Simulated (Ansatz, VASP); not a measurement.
One calculation of LiHF2, two programs

File INCAR:

```
SYSTEM = LiHF2
PREC     = Accurate       ! precision mode
ENCUT    = 520            ! plane-wave cutoff, eV
EDIFF    = 1E-7           ! SCF threshold, eV
ISMEAR   = 0              ! smearing method
SIGMA    = 0.1            ! smearing width, eV
LREAL    = Auto         
LASPH    = .True.         ! aspherical terms in the spheres
NELM     = 100            ! most SCF steps
ALGO     = Normal         ! electronic algorithm
ISIF     = 2              ! what is computed and relaxed
LWAVE    = .False.        ! write WAVECAR
LCHARG   = .False.        ! write CHGCAR
GGA      = PS             ! functional
NBANDS   = 50             ! bands
ISYM     = 0
```

File KPOINTS:

```
regular mesh
0
Gamma
  3 3 3
  0 0 0
```

The input POSCAR:

```
LiHF2
1.0
   -2.9339671748     -1.6939267382      4.3666887241
    2.9339671748     -1.6939267382      4.3666887241
    0.0000000000      3.3878534764      4.3666887241
Li H F
4 4 8
Direct
    0.0000000000      0.0000000000      0.0000000000
    0.5000000000      0.5000000000      0.0000000000
    0.5000000000      0.0000000000      0.5000000000
    0.0000000000      0.5000000000      0.5000000000
    0.5000000000      0.5000000000      0.5000000000
    0.0000000000      0.0000000000      0.5000000000
    0.0000000000      0.5000000000      0.0000000000
    0.5000000000      0.0000000000      0.0000000000
    0.4133018800      0.4133018800      0.4133018800
    0.9133018800      0.9133018800      0.4133018800
    0.9133018800      0.4133018800      0.9133018800
    0.4133018800      0.9133018800      0.9133018800
    0.5866981200      0.5866981200      0.5866981200
    0.0866981200      0.0866981200      0.5866981200
    0.0866981200      0.5866981200      0.0866981200
    0.5866981200      0.0866981200      0.0866981200
```

Input for Ansatz:

```yaml
crystal:
  lattice:
    - [-2.9339671748, -1.6939267382, 4.3666887241]
    - [2.9339671748, -1.6939267382, 4.3666887241]
    - [0.0, 3.3878534764, 4.3666887241]
  atoms:
    - { symbol: Li, position: [0.0, 0.0, 0.0] }
    - { symbol: Li, position: [0.5, 0.5, 0.0] }
    - { symbol: Li, position: [0.5, 0.0, 0.5] }
    - { symbol: Li, position: [0.0, 0.5, 0.5] }
    - { symbol: H, position: [0.5, 0.5, 0.5] }
    - { symbol: H, position: [0.0, 0.0, 0.5] }
    - { symbol: H, position: [0.0, 0.5, 0.0] }
    - { symbol: H, position: [0.5, 0.0, 0.0] }
    - { symbol: F, position: [0.41330188, 0.41330188, 0.41330188] }
    - { symbol: F, position: [0.91330188, 0.91330188, 0.41330188] }
    - { symbol: F, position: [0.91330188, 0.41330188, 0.91330188] }
    - { symbol: F, position: [0.41330188, 0.91330188, 0.91330188] }
    - { symbol: F, position: [0.58669812, 0.58669812, 0.58669812] }
    - { symbol: F, position: [0.08669812, 0.08669812, 0.58669812] }
    - { symbol: F, position: [0.08669812, 0.58669812, 0.08669812] }
    - { symbol: F, position: [0.58669812, 0.08669812, 0.08669812] }
  symmetry: { detect: false }
basis:
  ecutwfc: 420
kpoints:
  mp_grid: { grid: [3, 3, 3], shift: [0.0, 0.0, 0.0] }
hamiltonian:
  xc: pbesol
scf:
  occupations: { method: gaussian, width: 0.1 }
output:
  forces: true
  stress: true
  eigenvalues: true
```

Alike in both runs: task single point; functional PBEsol; k mesh 3 × 3 × 3; occupations gaussian, width 0.1 eV; no spin polarisation.

|  | VASP | Ansatz |
| --- | --- | --- |
| version | VASP 6.6.1 | Ansatz 0.2.0 |
| potentials or method | VASP PAW PBE potentials, release 64 (Li_sv, H, F), cutoff 520 eV | scalar-relativistic, plane waves, PAW |
| valence electrons in the cell | 72 | 72 |

|  | VASP | Ansatz | Ansatz less VASP |
| --- | --- | --- | --- |
| gap on the k mesh at the Fermi level (eV) | 8.30 | 8.33 | +0.026 |
| least direct gap on the mesh (eV) | 8.42 | 8.45 | +0.025 |
| rms of the force components (eV/Å) | 0.054 | 0.030 | -0.0244 |

VASP's potentials were made for PBE, not for PBEsol. Atom by atom the forces differ by 0.024 eV/Å (rms over components).

The k mesh is coarse, so the values compare programs but aren't converged. Noted on VASP's run: the cutoff is short for stress, so the pressure is rough.
